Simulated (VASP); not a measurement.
Input of a VASP 6.6.1 run:

INCAR

```
SYSTEM = GaSbTe4
PREC = Accurate
ENCUT = 600
EDIFF = 1E-6
ISMEAR = 0
SIGMA = 0.1
LREAL = .FALSE.
LASPH = .TRUE.
NELM = 80
ALGO = Normal
ISIF = 3
LWAVE = .FALSE.
LCHARG = .FALSE.
GGA = PE
IBRION = 2
NSW = 90
EDIFFG = -0.04
```

KPOINTS

```
regular mesh
0
G
  4 4 4
  0 0 0
```

File POSCAR:

```
GaSbTe4
1.0
    4.5489540500     -4.5730902500      0.0000000000
    4.5489540500      4.5730902500      0.0000000000
    0.0000000000      0.0000000000      4.4245202500
Ga Sb Te
1 1 4
Direct
    0.0000000000      0.0000000000      0.5000000000
    0.5000000000      0.5000000000      0.0000000000
    0.8092463600      0.8092463600      0.0000000000
    0.6982636500      0.3017363500      0.5000000000
    0.1907536400      0.1907536400      0.0000000000
    0.3017363500      0.6982636500      0.5000000000
```

Potentials or basis: VASP PAW PBE potentials, release 64 (Ga_d, Sb, Te).

Run with:

```console
$ cat potpaw_PBE.64/Ga_d/POTCAR potpaw_PBE.64/Sb/POTCAR potpaw_PBE.64/Te/POTCAR > POTCAR
$ mpirun -np 1 vasp_std > vasp.out
```

Question: Predict the relaxed volume.

Answer: 33.97 Å³/atom.

Question: Estimate the relaxed cell.

Answer: a = 6.836 Å, b = 6.836 Å, c = 4.362 Å, α = 90.00°, β = 90.00°, γ = 91.04°.

Final structure:
```xyz
6
Lattice="4.7896 -4.8776 0.0000 4.7896 4.8776 0.0000 0.0000 0.0000 4.3617" Properties=species:S:1:pos:R:3 pbc="T T T"
Ga    0.0000    0.0000    2.1809
Sb    4.7896    0.0000    0.0000
Te    7.8018    0.0000    0.0000
Te    4.7896   -2.0645    2.1809
Te    1.7773    0.0000    0.0000
Te    4.7896    2.0645    2.1809
```
